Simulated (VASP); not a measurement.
# ScPd (Pm-3m) in VASP: single point with LDA

Aim: the single point of ScPd with LDA.

Everything below comes from runs of VASP 6.6.1. Logs are shortened: lines on timing, memory, paths and dates and some standing lists are left out, and cuts for length are marked.

**1. The cell of the first run**

It takes space group Pm-3m (No. 221, cubic). The conventional cell has a = 3.283 Å, b = 3.283 Å, c = 3.283 Å, α = 90.00°, β = 90.00°, γ = 90.00°. Sc (site symmetry m-3m) has 8 Pd at 2.84 Å and 6 Sc at 3.28 Å within 3.7 Å. Within 3.7 Å of Pd (site symmetry m-3m) lie 8 Sc at 2.84 Å and 6 Pd at 3.28 Å.

**2. Single point, LDA**

INCAR

```
PREC     = Accurate       # precision mode
ENCUT    = 500            # plane-wave cutoff, eV
EDIFF    = 1E-6           # SCF threshold, eV
ISMEAR   = -1             # smearing method
SIGMA    = 0.0272         # smearing width, eV
LREAL    = F              # projectors in reciprocal space
LASPH    = T              # aspherical terms in the spheres
NELM     = 120            # most SCF steps
ALGO     = Normal         # electronic algorithm
ISIF     = 2              # what is computed and relaxed
LWAVE    = F              # write WAVECAR
LCHARG   = F              # write CHGCAR
NBANDS   = 18             # bands
GGA_COMPAT= F
```

KPOINTS

```
regular mesh
0
Gamma
  8 8 8
```

POSCAR

```
ScPd
1.0
    3.2830000000      0.0000000000      0.0000000000
    0.0000000000      3.2830000000      0.0000000000
    0.0000000000      0.0000000000      3.2830000000
Sc Pd
1 1
Direct
    0.5000000000      0.5000000000      0.5000000000
    0.0000000000      0.0000000000      0.0000000000
```

Potentials or basis: VASP PAW LDA potentials, release 64 (Sc_sv, Pd).

Run with:

```bash
cat potpaw_LDA.64/Sc_sv/POTCAR potpaw_LDA.64/Pd/POTCAR > POTCAR
mpirun -np 1 vasp_std > vasp.out
```

OUTCAR:

```text
PREC = Accurate
   ENCUT = 500
   EDIFF = 1E-6
   ISMEAR = -1
   LREAL = F
   LASPH = T
   NELM = 120
   ISIF = 2

 ion  position               nearest neighbor table
   1  0.500  0.500  0.500-   2 2.84   2 2.84   2 2.84   2 2.84   2 2.84   2 2.84   2 2.84   2 2.84

   2  0.000  0.000  0.000-   1 2.84   1 2.84   1 2.84   1 2.84   1 2.84   1 2.84   1 2.84   1 2.84

  LATTYP: Found a simple cubic cell.
 ALAT       =     3.2830000000

  Lattice vectors:

 A1 = (   3.2830000000,   0.0000000000,   0.0000000000)
 A2 = (   0.0000000000,   3.2830000000,   0.0000000000)
 A3 = (   0.0000000000,   0.0000000000,   3.2830000000)

Analysis of symmetry for initial positions (statically):
=====================================================================
 Subroutine PRICEL returns:
 Original cell was already a primitive cell.

 Routine SETGRP: Setting up the symmetry group for a
 simple cubic supercell.

 Subroutine GETGRP returns: Found 48 space group operations
 (whereof 48 operations were pure point group operations)
 out of a pool of 48 trial point group operations.

The static configuration has the point symmetry O_h .

Analysis of symmetry for dynamics (positions and initial velocities):
=====================================================================
 Subroutine PRICEL returns:
 Original cell was already a primitive cell.

 Routine SETGRP: Setting up the symmetry group for a
 simple cubic supercell.

 Subroutine GETGRP returns: Found 48 space group operations
 (whereof 48 operations were pure point group operations)
 out of a pool of 48 trial point group operations.

The dynamic configuration has the point symmetry O_h .

 Subroutine INISYM returns: Found 48 space group operations
 (whereof 48 operations are pure point group operations),
 and found     1 'primitive' translations

----------------------------------------------------------------------------------------

                                     Primitive cell

  volume of cell :      35.3845

  direct lattice vectors                    reciprocal lattice vectors
     3.283000000  0.000000000  0.000000000     0.304599452  0.000000000  0.000000000
     0.000000000  3.283000000  0.000000000     0.000000000  0.304599452  0.000000000
     0.000000000  0.000000000  3.283000000     0.000000000  0.000000000  0.304599452

  length of vectors
     3.283000000  3.283000000  3.283000000     0.304599452  0.304599452  0.304599452

  position of ions in fractional coordinates (direct lattice)
     0.500000000  0.500000000  0.500000000
     0.000000000  0.000000000  0.000000000

  ion indices of the primitive-cell ions
   primitive index   ion index
                 1           1
                 2           2

----------------------------------------------------------------------------------------

 KPOINTS: regular mesh

Automatic generation of k-mesh.
 Grid dimensions read from file:
 generate k-points for:    8    8    8

 Generating k-lattice:

  Cartesian coordinates                     Fractional coordinates (reciprocal lattice)
     0.038074931  0.000000000  0.000000000     0.125000000  0.000000000  0.000000000
     0.000000000  0.038074931  0.000000000     0.000000000  0.125000000  0.000000000
     0.000000000  0.000000000  0.038074931     0.000000000  0.000000000  0.125000000

  Length of vectors
     0.038074931  0.038074931  0.038074931

  Shift w.r.t. Gamma in fractional coordinates (k-lattice)
     0.000000000  0.000000000  0.000000000

 Subroutine IBZKPT returns following result:
 ===========================================

 Found     35 irreducible k-points:

 Following reciprocal coordinates:
            Coordinates               Weight
  0.000000  0.000000  0.000000      1.000000
  0.125000  0.000000  0.000000      6.000000
  0.250000  0.000000  0.000000      6.000000
  0.375000  0.000000  0.000000      6.000000
  0.500000  0.000000  0.000000      3.000000
  0.125000  0.125000  0.000000     12.000000
[... 16 lines left out ...]
  0.375000  0.375000  0.125000     24.000000
  0.500000  0.375000  0.125000     24.000000
 [... further k-points ...]
   k-points           NKPTS =     35   k-points in BZ     NKDIM =     35   number of bands    NBANDS=     18
   number of dos      NEDOS =    301   number of ions     NIONS =      2
   total plane-waves  NPLWV =  13824
   dimension x,y,z NGX =    24 NGY =   24 NGZ =   24
   dimension x,y,z NGXF=    48 NGYF=   48 NGZF=   48
   ions per type =               1   1
   NGX,Y,Z   is equivalent  to a cutoff of  12.15, 12.15, 12.15 a.u.
   NGXF,Y,Z  is equivalent  to a cutoff of  24.31, 24.31, 24.31 a.u.
 SYSTEM =  unknown system
   PREC   = accura    normal or accurate (medium, high low for compatibility)
   ISTART =      0    job   : 0-new  1-cont  2-samecut
   ICHARG =      2    charge: 1-file 2-atom 10-const
   ISPIN  =      1    spin polarized calculation?
   LNONCOLLINEAR =      F non collinear calculations
   LSORBIT =      F    spin-orbit coupling
   LASPH  =      T    aspherical Exc in radial PAW
   ENCUT  =  500.0 eV  36.75 Ry    6.06 a.u.   5.99  5.99  5.99*2*pi/ulx,y,z
   NELM   =    120;   NELMIN=  2; NELMDL= -5     # of ELM steps
   EDIFF  = 0.1E-05   stopping-criterion for ELM
   LREAL  =      F    real-space projection
   EDIFFG = 0.1E-04   stopping-criterion for IOM
   NSW    =      0    number of steps for IOM
   IBRION =     -1    ionic relax: 0-MD 1-quasi-New 2-CG
   NFREE  =      0    steps in history (QN), initial steepest desc. (CG)
   ISIF   =      2    stress and relaxation
   ISYM   =      2    0-nonsym 1-usesym 2-fastsym
   POTIM  = 0.5000    time-step for ionic-motion
   TEBEG  =    0.0;   TEEND  =   0.0 temperature during run
   PSTRESS=    0.0 pullay stress
   NELECT =      21.0000    total number of electrons
   NUPDOWN=      -1.0000    fix difference up-down
   EMIN   =  10.00;   EMAX   =-10.00  energy-range for DOS
   EFERMI =   0.00;   METHOD = LEGACY
   ISMEAR =    -1;   SIGMA  =   0.03  broadening in eV -4-tet -1-fermi 0-gaus
   EFERMI_NEDOS =   21; number of points for ismear=-14 and -15
   IALGO  =     38    algorithm
   IMIX   =      4    mixing-type and parameters
     AMIX     =   0.40;   BMIX     =  1.00
     AMIX_MAG =   1.60;   BMIX_MAG =  1.00
  volume/ion in A,a.u.               =      17.69       119.39
  Fermi-wavevector in a.u.,A,eV,Ry     =   1.375763  2.599816 25.752082  1.892725
  Thomas-Fermi vector in A             =   2.501069
   LORBIT       =      0    0 simple, 1 ext, 2 COOP (PROOUT), +10 PAW based schemes
   GGA     = CA    functional components
   LHFCALC =     F    Hartree Fock is set to
   AEXX    =    0.0000 exact exchange contribution
   IVDW    =     0    specifies the selected vdW correction
   LEPSILON=     F    determine dielectric tensor
   LRPA    =     F    only Hartree local field effects (RPA)
 non-spin polarized calculation
  energy-cutoff  :      500.00
  volume of cell :       35.38
 maximum number of plane-waves:       912
 NGX is ok and might be reduce to    24
   NGX = 11   NGY = 11   NGZ = 11

 number of electron      21.0000005 magnetization

 Free energy of the ion-electron system (eV)
  ---------------------------------------------------
  ext. energy  EPLUGINS =         0.00000000
  ---------------------------------------------------
  free energy    TOTEN  =       -14.99810803 eV

  energy without entropy =      -14.99119645  energy(sigma->0) =      -14.99465224

 E-fermi :   7.3585     XC(G=0): -12.0212

 val. band max:        7.3496641055   @ k =   0.3750   0.0000   0.0000
 cond. band min:       7.3788202046   @ k =   0.3750   0.2500   0.0000
 fundamental gap:      0.0291560991
 Fermi energy:         7.3584540279

 k-point     1 :       0.0000    0.0000    0.0000
  band No.  band energies     occupation
      1     -42.0452      2.00000
      2     -20.9108      2.00000
      3     -20.9108      2.00000
      4     -20.9108      2.00000
      5       0.4464      2.00000
      6       2.4998      2.00000
[... 10 lines left out ...]
     17      14.7990      0.00000
     18      14.7990      0.00000

 k-point     2 :       0.1250    0.0000    0.0000
  band No.  band energies     occupation
      1     -42.0421      2.00000
      2     -20.9446      2.00000
      3     -20.9088      2.00000
      4     -20.9088      2.00000
      5       0.7148      2.00000
      6       2.5882      2.00000
[... 10 lines left out ...]
     17      15.5362      0.00000
     18      15.5362      0.00000

 k-point     3 :       0.2500    0.0000    0.0000
  band No.  band energies     occupation
      1     -42.0344      2.00000
      2     -21.0255      2.00000
      3     -20.9040      2.00000
      4     -20.9040      2.00000
      5       1.4545      2.00000
      6       2.8219      2.00000
[... 10 lines left out ...]
     17      17.2293      0.00000
     18      17.2293      0.00000

 k-point     4 :       0.3750    0.0000    0.0000
  band No.  band energies     occupation
      1     -42.0267      2.00000
      2     -21.1052      2.00000
      3     -20.8991      2.00000
      4     -20.8991      2.00000
      5       2.3643      2.00000
      6       3.0939      2.00000
[... 10 lines left out ...]
     17      19.3389      0.00000
     18      19.3389      0.00000

 k-point     5 :       0.5000    0.0000    0.0000
  band No.  band energies     occupation
      1     -42.0236      2.00000
      2     -21.1379      2.00000
      3     -20.8972      2.00000
      4     -20.8972      2.00000
      5       2.7643      2.00000
      6       3.2224      2.00000
[... 10 lines left out ...]
     17      21.2672      0.00000
     18      21.3321      0.00000

 k-point     6 :       0.1250    0.1250    0.0000
  band No.  band energies     occupation
      1     -42.0389      2.00000
      2     -20.9453      2.00000
      3     -20.9389      2.00000
      4     -20.9066      2.00000
      5       0.9702      2.00000
      6       2.6925      2.00000
[... 307 lines left out ...]
 k-point    21 :       0.3750    0.2500    0.1250
  band No.  band energies     occupation
      1     -42.0144      2.00000
      2     -21.0840      2.00000
      3     -20.9998      2.00000
      4     -20.9193      2.00000
      5       2.7700      2.00000
      6       3.1367      2.00000
[... 10 lines left out ...]
     17      15.6075      0.00000
     18      18.0243      0.00000

 k-point    22 :       0.5000    0.2500    0.1250
  band No.  band energies     occupation
      1     -42.0115      2.00000
      2     -21.1145      2.00000
      3     -20.9963      2.00000
      4     -20.9165      2.00000
      5       2.9431      2.00000
      6       3.0215      2.00000
[... 10 lines left out ...]
     17      16.5490      0.00000
     18      17.5549      0.00000

 k-point    23 :       0.3750    0.3750    0.1250
  band No.  band energies     occupation
      1     -42.0076      2.00000
      2     -21.0749      2.00000
      3     -21.0698      2.00000
      4     -20.9120      2.00000
      5       2.6941      2.00000
      6       2.9434      2.00000
[... 10 lines left out ...]
     17      14.8050      0.00000
     18      16.9691      0.00000

 k-point    24 :       0.5000    0.3750    0.1250
  band No.  band energies     occupation
      1     -42.0048      2.00000
      2     -21.1020      2.00000
      3     -21.0676      2.00000
      4     -20.9089      2.00000
      5       2.6295      2.00000
      6       2.8808      2.00000
[... 10 lines left out ...]
     17      15.0982      0.00000
     18      15.9184      0.00000

 [... further k-points ...]
[... 5 lines left out ...]
  --------------------------------------------------------------------------------------
  -------------------------------------------------------------------------------------
  Total       -1.1877391     -1.1877391     -1.1877391     -0.0000000      0.0000000     -0.0000000
  in kB      -53.7797740    -53.7797740    -53.7797740     -0.0000000      0.0000000     -0.0000000
  external PRESSURE =     -53.7797740 kB  Pullay stress =       0.0000000 kB

 VOLUME and BASIS-vectors are now :
 -----------------------------------------------------------------------------
  energy-cutoff  :      500.00
  volume of cell :       35.38
      direct lattice vectors                 reciprocal lattice vectors
     3.283000000  0.000000000  0.000000000     0.304599452  0.000000000  0.000000000
     0.000000000  3.283000000  0.000000000     0.000000000  0.304599452  0.000000000
     0.000000000  0.000000000  3.283000000     0.000000000  0.000000000  0.304599452

 POSITION                                       TOTAL-FORCE (eV/Angst)
 -----------------------------------------------------------------------------------
      1.64150      1.64150      1.64150         0.000000      0.000000      0.000000
      0.00000      0.00000      0.00000         0.000000      0.000000      0.000000
 -----------------------------------------------------------------------------------
    total drift:                                0.000000      0.000000     -0.000000

  FREE ENERGIE OF THE ION-ELECTRON SYSTEM (eV)
  ---------------------------------------------------
  free  energy   TOTEN  =       -14.9981080294 eV

  energy  without entropy=      -14.9911964491  energy(sigma->0) =      -14.99465224
```

It took 6.1 s on 1 thread of Intel Xeon 6975P-C (Granite Rapids), shared host; peak memory 0.13 GiB.

What came out:

| Property | Result |
| --- | --- |
| Free energy | -14.9981 eV |
| Pressure | -5.4 GPa |
